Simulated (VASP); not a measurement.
Set up this calculation in VASP 6.6.1, as the native input.

```yaml
Task: relaxation of cell and atoms
Functional: BLYP
Dispersion: D4
Potentials_or_basis: VASP PAW PBE potentials, release 64 (Zr_sv, B)
Cutoff: 600 eV
k_mesh: 10 × 10 × 8
Occupations: fermi-dirac, width 0.05 eV
Spin: no spin polarisation
Dipole_correction: no
Further_INCAR_settings: ALGO = Normal; EDIFF = 1e-06; IBRION = 2; EDIFFG = -0.005; NSW = 80; ISIF = 3
```

The structure of ZrB2 lies in POSCAR:

```
ZrB2
1.0
    3.1700000000      0.0000000000      0.0000000000
   -1.5850000000      2.7453005300      0.0000000000
    0.0000000000      0.0000000000      3.5330000000
Zr B
1 2
Direct
    0.0000000000      0.0000000000      0.0000000000
    0.6666666667      0.3333333333      0.5000000000
    0.3333333333      0.6666666667      0.5000000000
```

These files were run (other wordings do the same):

INCAR

```
SYSTEM = ZrB2
AGGAC = 1.0 ; AGGAX = 1.0
ALDAC = 0.0 ; ALDAX = 1.0
ALGO = Normal ; EDIFF = 1E-6
EDIFFG = -0.005 ; ENCUT = 600
GGA = B5 ; IBRION = 2
ISIF = 3 ; ISMEAR = -1
IVDW = 13 ; LASPH = .TRUE.
LCHARG = .FALSE. ; LREAL = .FALSE.
LWAVE = .FALSE. ; NELM = 60
NSW = 80 ; PREC = Accurate
SIGMA = 0.05 ; VDW_A1 = 0.44488865
VDW_A2 = 4.0933009 ; VDW_S6 = 1.0
VDW_S8 = 2.34076671
```

KPOINTS

```
k-points
0
G
  10 10 8
  0 0 0
```

Potentials or basis: VASP PAW PBE potentials, release 64 (Zr_sv, B).

Run with:

```console
$ cat potpaw_PBE.64/Zr_sv/POTCAR potpaw_PBE.64/B/POTCAR > POTCAR
$ mpirun -np 1 vasp_std > vasp.out
```

It gave:

```json
{
 "Relaxed volume": "10.10 Å³/atom",
 "Relaxed cell": "a = 3.149 Å, b = 3.149 Å, c = 3.528 Å, α = 90.00°, β = 90.00°, γ = 120.00°",
 "Space group after relaxing (to 0.05 Å)": "P6/mmm (No. 191)",
 "Energy gained by relaxing": "1.8 meV/atom",
 "Ionic steps": "7",
 "Pressure after relaxing": "0.0 GPa",
 "Band gap on the k mesh": "zero (band 9 reaches 11.84 eV, above the bottom of band 10 at 10.96 eV)",
 "Dispersion energy per atom": "-0.604 eV"
}
```

Caveat: the PAW data sets were made with another functional, which shifts forces and pressure a little; pairwise dispersion overbinds metals, which lowers pressure and volume.

Run time: 4.6 min on 1 thread of Intel Xeon 8259CL, on a shared host, peak memory 0.19 GiB.
